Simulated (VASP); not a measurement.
TePb:

```
Te Pb
1.0
     0.00000    3.23100    3.23100
     3.23100    0.00000    3.23100
     3.23100    3.23100    0.00000
Te Pb
1 1
Direct
  0.50000 0.50000 0.50000
  0.00000 0.00000 0.00000
```

Base run:

* Program: VASP 6.6.1
* Functional: PBE
* Potentials or basis: VASP PAW PBE potentials, release 64 (Te, Pb_d)
* Cutoff: 520 eV
* k mesh: 9 × 9 × 9
* Occupations: fermi-dirac, width 0.05 eV
* Spin: no spin polarisation

Its results: pressure 2.1 GPa.

Problem. The run is repeated on the same cell with these changes: functional from PBE to r2SCAN. What comes out?

Solution. Pressure 1.5 GPa.

Caveats: the PAW data sets were made with another functional, which shifts forces and pressure a little (some runs).
